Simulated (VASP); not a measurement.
# Si2As2O (P6/mmm) in VASP: further runs

The runs below take Si2As2O through single point, with PBE.

All numbers are computed with VASP 6.6.1; they aren't measurements. Logs are shortened: lines on timing, memory, paths and dates and some standing lists are left out, and cuts for length are marked.

**1. The cell of the first run**

The structure is hexagonal, space group P6/mmm (No. 191). The conventional cell has a = 4.346 Å, b = 4.346 Å, c = 5.200 Å, α = 90.00°, β = 90.00°, γ = 120.00°. Si (site symmetry -6m2) has 3 Si at 2.51 Å and 3 O at 2.51 Å and 2 As at 2.60 Å within 3.3 Å. As (site symmetry -6m2) has 3 As at 2.51 Å and 2 Si at 2.60 Å within 3.3 Å. Within 3.3 Å of O (site symmetry 6/mmm) lie 6 Si at 2.51 Å.

The cell was built from a structure type or drawn by symmetry, and may not be a known phase.

**2. Single point, PBE**

Input file INCAR:

```
PREC = Accurate
ENCUT = 520
EDIFF = 1E-6
ISMEAR = 0
SIGMA = 0.1
LREAL = False
LASPH = True
NELM = 80
ALGO = Normal
ISIF = 2
LWAVE = False
LCHARG = False
GGA = PE
NBANDS = 20
```

Input file KPOINTS:

```
regular mesh
0
Gamma
  6 6 4
```

Input file POSCAR:

```
Si2As2O
1.0
    4.3462416963      0.0000000000      0.0000000000
   -2.1731208482      3.7639557200      0.0000000000
    0.0000000000      0.0000000000      5.1997628460
Si As O
2 2 1
Direct
    0.3333333333      0.6666666667      0.5000000000
    0.6666666667      0.3333333333      0.5000000000
    0.3333333333      0.6666666667      0.0000000000
    0.6666666667      0.3333333333      0.0000000000
    0.0000000000      0.0000000000      0.5000000000
```

Potentials or basis: VASP PAW PBE potentials, release 64 (Si, As, O).

Run with:

```console
$ cat potpaw_PBE.64/Si/POTCAR potpaw_PBE.64/As/POTCAR potpaw_PBE.64/O/POTCAR > POTCAR
$ mpirun -np 1 vasp_std > vasp.out
```

OUTCAR:

```text
PREC = Accurate
   ENCUT = 520
   EDIFF = 1E-6
   ISMEAR = 0
   LREAL = False
   LASPH = True
   NELM = 80
   ISIF = 2
   GGA = PE

 ion  position               nearest neighbor table
   1  0.333  0.667  0.500-   2 2.51   2 2.51   5 2.51   5 2.51   5 2.51   2 2.51   3 2.60   3 2.60

   2  0.667  0.333  0.500-   1 2.51   1 2.51   5 2.51   5 2.51   5 2.51   1 2.51   4 2.60   4 2.60

   3  0.333  0.667  0.000-   4 2.51   4 2.51   4 2.51   1 2.60   1 2.60
   4  0.667  0.333  0.000-   3 2.51   3 2.51   3 2.51   2 2.60   2 2.60
   5  0.000  0.000  0.500-   1 2.51   2 2.51   2 2.51   1 2.51   2 2.51   1 2.51

  LATTYP: Found a hexagonal cell.
 ALAT       =     4.3462416963
 C/A-ratio  =     1.1963814278

  Lattice vectors:

 A1 = (   4.3462416963,   0.0000000000,   0.0000000000)
 A2 = (  -2.1731208482,   3.7639557200,   0.0000000000)
 A3 = (   0.0000000000,   0.0000000000,   5.1997628460)

Analysis of symmetry for initial positions (statically):
=====================================================================
 Subroutine PRICEL returns:
 Original cell was already a primitive cell.

 Routine SETGRP: Setting up the symmetry group for a
 hexagonal supercell.

 Subroutine GETGRP returns: Found 24 space group operations
 (whereof 24 operations were pure point group operations)
 out of a pool of 24 trial point group operations.

The static configuration has the point symmetry D_6h.

Analysis of symmetry for dynamics (positions and initial velocities):
=====================================================================
 Subroutine PRICEL returns:
 Original cell was already a primitive cell.

 Routine SETGRP: Setting up the symmetry group for a
 hexagonal supercell.

 Subroutine GETGRP returns: Found 24 space group operations
 (whereof 24 operations were pure point group operations)
 out of a pool of 24 trial point group operations.

The dynamic configuration has the point symmetry D_6h.

 Subroutine INISYM returns: Found 24 space group operations
 (whereof 24 operations are pure point group operations),
 and found     1 'primitive' translations

----------------------------------------------------------------------------------------

                                     Primitive cell

  volume of cell :      85.0632

  direct lattice vectors                    reciprocal lattice vectors
     4.346241696  0.000000000  0.000000000     0.230083845  0.132838970  0.000000000
    -2.173120848  3.763955720  0.000000000     0.000000000  0.265677939  0.000000000
     0.000000000  0.000000000  5.199762846     0.000000000  0.000000000  0.192316463

  length of vectors
     4.346241696  4.346241696  5.199762846     0.265677939  0.265677939  0.192316463

  position of ions in fractional coordinates (direct lattice)
     0.333333333  0.666666667  0.500000000
     0.666666667  0.333333333  0.500000000
     0.333333333  0.666666667  0.000000000
     0.666666667  0.333333333  0.000000000
     0.000000000  0.000000000  0.500000000

  ion indices of the primitive-cell ions
   primitive index   ion index
                 1           1
                 2           2
                 3           3
                 4           4
                 5           5

----------------------------------------------------------------------------------------

 KPOINTS: regular mesh

Automatic generation of k-mesh.
 Grid dimensions read from file:
 generate k-points for:    6    6    4

 Generating k-lattice:

  Cartesian coordinates                     Fractional coordinates (reciprocal lattice)
     0.038347307  0.022139828  0.000000000     0.166666667  0.000000000  0.000000000
     0.000000000  0.044279657  0.000000000     0.000000000  0.166666667  0.000000000
     0.000000000  0.000000000  0.048079116     0.000000000  0.000000000  0.250000000

  Length of vectors
     0.044279657  0.044279657  0.048079116

  Shift w.r.t. Gamma in fractional coordinates (k-lattice)
     0.000000000  0.000000000  0.000000000

 Subroutine IBZKPT returns following result:
 ===========================================

 Found     21 irreducible k-points:

 Following reciprocal coordinates:
            Coordinates               Weight
  0.000000  0.000000  0.000000      1.000000
  0.166667  0.000000  0.000000      6.000000
  0.333333  0.000000  0.000000      6.000000
  0.500000 -0.000000  0.000000      3.000000
  0.166667  0.166667  0.000000      6.000000
  0.333333  0.166667  0.000000     12.000000
[... 13 lines left out ...]
  0.333333  0.166667  0.500000     12.000000
  0.333333  0.333333  0.500000      2.000000
   k-points           NKPTS =     21   k-points in BZ     NKDIM =     21   number of bands    NBANDS=     20
   number of dos      NEDOS =    301   number of ions     NIONS =      5
   total plane-waves  NPLWV =  40960
   dimension x,y,z NGX =    32 NGY =   32 NGZ =   40
   dimension x,y,z NGXF=    64 NGYF=   64 NGZF=   80
   ions per type =               2   2   1
   NGX,Y,Z   is equivalent  to a cutoff of  12.24, 12.24, 12.79 a.u.
   NGXF,Y,Z  is equivalent  to a cutoff of  24.48, 24.48, 25.58 a.u.
 SYSTEM =  unknown system
   PREC   = accura    normal or accurate (medium, high low for compatibility)
   ISTART =      0    job   : 0-new  1-cont  2-samecut
   ICHARG =      2    charge: 1-file 2-atom 10-const
   ISPIN  =      1    spin polarized calculation?
   LNONCOLLINEAR =      F non collinear calculations
   LSORBIT =      F    spin-orbit coupling
   LASPH  =      T    aspherical Exc in radial PAW
   ENCUT  =  520.0 eV  38.22 Ry    6.18 a.u.   8.08  8.08  9.67*2*pi/ulx,y,z
   NELM   =     80;   NELMIN=  2; NELMDL= -5     # of ELM steps
   EDIFF  = 0.1E-05   stopping-criterion for ELM
   LREAL  =      F    real-space projection
   EDIFFG = 0.1E-04   stopping-criterion for IOM
   NSW    =      0    number of steps for IOM
   IBRION =     -1    ionic relax: 0-MD 1-quasi-New 2-CG
   NFREE  =      0    steps in history (QN), initial steepest desc. (CG)
   ISIF   =      2    stress and relaxation
   ISYM   =      2    0-nonsym 1-usesym 2-fastsym
   POTIM  = 0.5000    time-step for ionic-motion
   TEBEG  =    0.0;   TEEND  =   0.0 temperature during run
   PSTRESS=    0.0 pullay stress
   NELECT =      24.0000    total number of electrons
   NUPDOWN=      -1.0000    fix difference up-down
   EMIN   =  10.00;   EMAX   =-10.00  energy-range for DOS
   EFERMI =   0.00;   METHOD = LEGACY
   ISMEAR =     0;   SIGMA  =   0.10  broadening in eV -4-tet -1-fermi 0-gaus
   EFERMI_NEDOS =   21; number of points for ismear=-14 and -15
   IALGO  =     38    algorithm
   IMIX   =      4    mixing-type and parameters
     AMIX     =   0.40;   BMIX     =  1.00
     AMIX_MAG =   1.60;   BMIX_MAG =  1.00
  volume/ion in A,a.u.               =      17.01       114.81
  Fermi-wavevector in a.u.,A,eV,Ry     =   1.073737  2.029069 15.686310  1.152911
  Thomas-Fermi vector in A             =   2.209545
   LORBIT       =      0    0 simple, 1 ext, 2 COOP (PROOUT), +10 PAW based schemes
   GGA     = PE    functional components
   LHFCALC =     F    Hartree Fock is set to
   AEXX    =    0.0000 exact exchange contribution
   IVDW    =     0    specifies the selected vdW correction
   LEPSILON=     F    determine dielectric tensor
   LRPA    =     F    only Hartree local field effects (RPA)
 non-spin polarized calculation
 Gauss-broadening in eV      SIGMA  =   0.10
  energy-cutoff  :      520.00
  volume of cell :       85.06
 maximum number of plane-waves:      2308
   NGX = 17   NGY = 17   NGZ = 19

 number of electron      24.0000004 magnetization

 Free energy of the ion-electron system (eV)
  ---------------------------------------------------
  ext. energy  EPLUGINS =         0.00000000
  ---------------------------------------------------
  free energy    TOTEN  =       -24.15304103 eV

  energy without entropy =      -24.14172568  energy(sigma->0) =      -24.14738335

 E-fermi :   5.7248     XC(G=0): -10.1927

 val. band max:        5.6983914001   @ k =   0.1667   0.0000   0.5000
 cond. band min:       5.7264410003   @ k =   0.1667   0.1667   0.2500
 fundamental gap:      0.0280496002
 Fermi energy:         5.7247905990

 k-point     1 :       0.0000    0.0000    0.0000
  band No.  band energies     occupation
      1     -11.5776      2.00000
      2      -8.2309      2.00000
      3      -2.1175      2.00000
      4      -1.5036      2.00000
      5      -0.8028      2.00000
      6       1.5973      2.00000
[... 12 lines left out ...]
     19      12.4468      0.00000
     20      12.5031      0.00000

 k-point     2 :       0.1667    0.0000    0.0000
  band No.  band energies     occupation
      1     -11.5156      2.00000
      2      -8.0554      2.00000
      3      -2.6720      2.00000
      4      -2.1998      2.00000
      5      -0.5707      2.00000
      6       0.8515      2.00000
[... 12 lines left out ...]
     19      12.5225      0.00000
     20      12.6078      0.00000

 k-point     3 :       0.3333    0.0000    0.0000
  band No.  band energies     occupation
      1     -11.3878      2.00000
      2      -7.5560      2.00000
      3      -4.3633      2.00000
      4      -2.2752      2.00000
      5       0.0873      2.00000
      6       0.2088      2.00000
[... 12 lines left out ...]
     19      12.4207      0.00000
     20      13.0923      0.00000

 k-point     4 :       0.5000   -0.0000    0.0000
  band No.  band energies     occupation
      1     -11.3221      2.00000
      2      -7.1047      2.00000
      3      -5.2625      2.00000
      4      -2.2579      2.00000
      5      -0.0187      2.00000
      6       0.5140      2.00000
[... 12 lines left out ...]
     19      12.8566      0.00000
     20      13.3908      0.00000

 k-point     5 :       0.1667    0.1667    0.0000
  band No.  band energies     occupation
      1     -11.4207      2.00000
      2      -7.7076      2.00000
      3      -3.9508      2.00000
      4      -2.2788      2.00000
      5      -0.1215      2.00000
      6       0.6262      2.00000
[... 12 lines left out ...]
     19      12.0801      0.00000
     20      12.9191      0.00000

 k-point     6 :       0.3333    0.1667    0.0000
  band No.  band energies     occupation
      1     -11.3240      2.00000
      2      -7.0845      2.00000
      3      -5.2832      2.00000
      4      -2.1265      2.00000
      5      -0.4736      2.00000
      6       0.4159      2.00000
[... 12 lines left out ...]
     19      12.5886      0.00000
     20      12.8498      0.00000

 k-point     7 :       0.3333    0.3333    0.0000
  band No.  band energies     occupation
      1     -11.2931      2.00000
      2      -6.2889      2.00000
      3      -6.2889      2.00000
      4      -1.4737      2.00000
      5      -1.4737      2.00000
      6       0.0276      2.00000
[... 12 lines left out ...]
     19      12.9127      0.00000
     20      13.7965      0.00000
[... 208 lines left out ...]
 k-point    17 :       0.3333    0.0000    0.5000
  band No.  band energies     occupation
      1     -11.3677      2.00000
      2      -7.3027      2.00000
      3      -4.0225      2.00000
      4      -3.9769      2.00000
      5      -0.8072      2.00000
      6       0.9464      2.00000
[... 12 lines left out ...]
     19      11.5748      0.00000
     20      12.3639      0.00000

 k-point    18 :       0.5000   -0.0000    0.5000
  band No.  band energies     occupation
      1     -11.3137      2.00000
      2      -6.7041      2.00000
      3      -5.0137      2.00000
      4      -3.9558      2.00000
      5      -1.4079      2.00000
      6       0.7378      2.00000
[... 12 lines left out ...]
     19      12.5077      0.00000
     20      13.0131      0.00000

 k-point    19 :       0.1667    0.1667    0.5000
  band No.  band energies     occupation
      1     -11.3944      2.00000
      2      -7.5027      2.00000
      3      -3.9501      2.00000
      4      -3.5764      2.00000
      5      -0.7714      2.00000
      6       1.0850      2.00000
[... 12 lines left out ...]
     19      10.5170      0.00000
     20      12.7769      0.00000

 k-point    20 :       0.3333    0.1667    0.5000
  band No.  band energies     occupation
      1     -11.3146      2.00000
      2      -6.7335      2.00000
      3      -4.9288      2.00000
      4      -3.8035      2.00000
      5      -1.9771      2.00000
      6       0.5018      2.00000
[... 12 lines left out ...]
     19      11.8461      0.00000
     20      13.1532      0.00000

 k-point    21 :       0.3333    0.3333    0.5000
  band No.  band energies     occupation
      1     -11.2884      2.00000
      2      -5.8922      2.00000
      3      -5.8922      2.00000
      4      -3.1436      2.00000
      5      -3.1436      2.00000
      6       0.0370      2.00000
[... 12 lines left out ...]
     19      11.7719      0.00000
     20      12.6801      0.00000

------------------------ aborting loop because EDIFF is reached ----------------------------------------

  FORCE on cell =-STRESS in cart. coord.  units (eV):
  Direction    XX          YY          ZZ          XY          YZ          ZX
  --------------------------------------------------------------------------------------
  -------------------------------------------------------------------------------------
  Total        0.0695251      0.0695251     -0.0020437     -0.0000000     -0.0000000      0.0000000
  in kB        1.3095137      1.3095137     -0.0384928     -0.0000000     -0.0000000      0.0000000
  external PRESSURE =       0.8601782 kB  Pullay stress =       0.0000000 kB

 VOLUME and BASIS-vectors are now :
 -----------------------------------------------------------------------------
  energy-cutoff  :      520.00
  volume of cell :       85.06
      direct lattice vectors                 reciprocal lattice vectors
     4.346241696  0.000000000  0.000000000     0.230083845  0.132838970  0.000000000
    -2.173120848  3.763955720  0.000000000     0.000000000  0.265677939  0.000000000
     0.000000000  0.000000000  5.199762846     0.000000000  0.000000000  0.192316463

 POSITION                                       TOTAL-FORCE (eV/Angst)
 -----------------------------------------------------------------------------------
     -0.00000      2.50930      2.59988         0.000000     -0.000000      0.000000
      2.17312      1.25465      2.59988        -0.000000     -0.000000     -0.000000
     -0.00000      2.50930      0.00000        -0.000000      0.000000      0.000000
      2.17312      1.25465      0.00000         0.000000      0.000000     -0.000000
      0.00000      0.00000      2.59988        -0.000000      0.000000     -0.000000
 -----------------------------------------------------------------------------------
    total drift:                               -0.000000      0.000000     -0.000000

  FREE ENERGIE OF THE ION-ELECTRON SYSTEM (eV)
  ---------------------------------------------------
  free  energy   TOTEN  =       -24.1530410292 eV

  energy  without entropy=      -24.1417256759  energy(sigma->0) =      -24.14738335
```

Wall time 53 s (1 thread of Intel Xeon 8259CL, shared host); peak memory 0.2 GiB.

Results:

| Property | Result |
| --- | --- |
| Free energy | -24.1530 eV |
| Pressure | 0.1 GPa |
| Band gap on the k mesh | zero (bands 12 and 13 overlap by 2.14 eV) |

Levels at points of the mesh, in eV from the Fermi level:
```csv
k point,band 9,band 10,band 11,band 12,band 13,band 14,band 15,band 16
"(0.00, 0.00, 0.00)",-3.79,-1.26,-0.89,-0.73,-0.73,-0.05,1.51,1.51
"(0.50, 0.00, 0.00)",-3.52,-2.15,-1.63,-0.68,1.09,3.36,3.91,4.22
"(0.00, 0.00, 0.50)",-3.26,-2.50,-1.92,-1.92,-1.18,0.62,1.24,1.24
"(0.50, 0.00, 0.50)",-2.00,-1.00,0.64,0.65,0.76,1.13,2.83,2.88
```

**3. Single point, PBE**

This run uses another cell than the first one, of 19.50 Å³/atom.

Input file INCAR:

```
SYSTEM = Si2As2O
ALGO = Normal ; EDIFF = 1E-7
ENCUT = 520 ; GGA = PE
ISIF = 2 ; ISMEAR = 0
LASPH = .TRUE. ; LCHARG = .FALSE.
LREAL = .FALSE. ; LWAVE = .FALSE.
NBANDS = 20 ; NELM = 60
PREC = Accurate ; SIGMA = 0.1
```

Input file KPOINTS:

```
k-points
0
G
  6 6 4
  0 0 0
```

Input file POSCAR:

```
Si2As2O
1.0
    4.2464408400      0.0000000000      0.0000000000
   -2.1232204200      3.6775256500      0.0000000000
    0.0000000000      0.0000000000      6.2441367000
Si As O
2 2 1
Direct
    0.3333333300      0.6666666700      0.5000000000
    0.6666666700      0.3333333300      0.5000000000
    0.3333333300      0.6666666700      0.0000000000
    0.6666666700      0.3333333300      0.0000000000
    0.0000000000      0.0000000000      0.5000000000
```

Potentials or basis: VASP PAW PBE potentials, release 64 (Si, As, O).

Run with:

```console
$ cat potpaw_PBE.64/Si/POTCAR potpaw_PBE.64/As/POTCAR potpaw_PBE.64/O/POTCAR > POTCAR
$ mpirun -np 1 vasp_std > vasp.out
```

Run time: 64 s. Hardware: 1 thread of Intel Xeon 8259CL, shared host; peak memory 0.23 GiB.

It converged, with:

| Quantity | Value |
| --- | --- |
| Free energy | -23.1109 eV |
| Pressure | -2.2 GPa |
| Band gap on the k mesh | zero (bands 12 and 13 overlap by 1.37 eV) |

Stress tensor (GPa, compression positive):
```
  2.57   0.00   0.00
  0.00   2.57   0.00
  0.00   0.00 -11.76
```

Levels at points of the mesh, in eV from the Fermi level:
```
           k point  band 8  band 9  band 10  band 11  band 12  band 13  band 14  band 15  band 16  band 17
(0.00, 0.00, 0.00)   -3.43   -3.43    -1.58    -1.51    -1.51    -0.52     1.28     1.78     1.78     2.38
(0.50, 0.00, 0.00)   -3.65   -2.92    -1.50    -1.13    -0.71     0.97     3.03     3.10     4.85     4.96
(0.00, 0.00, 0.50)   -3.31   -3.31    -2.84    -1.77    -1.77    -1.39     0.17     1.72     1.72     3.87
(0.50, 0.00, 0.50)   -2.54   -2.08    -1.24    -0.47    -0.03     0.17     0.87     1.79     2.67     5.45
```
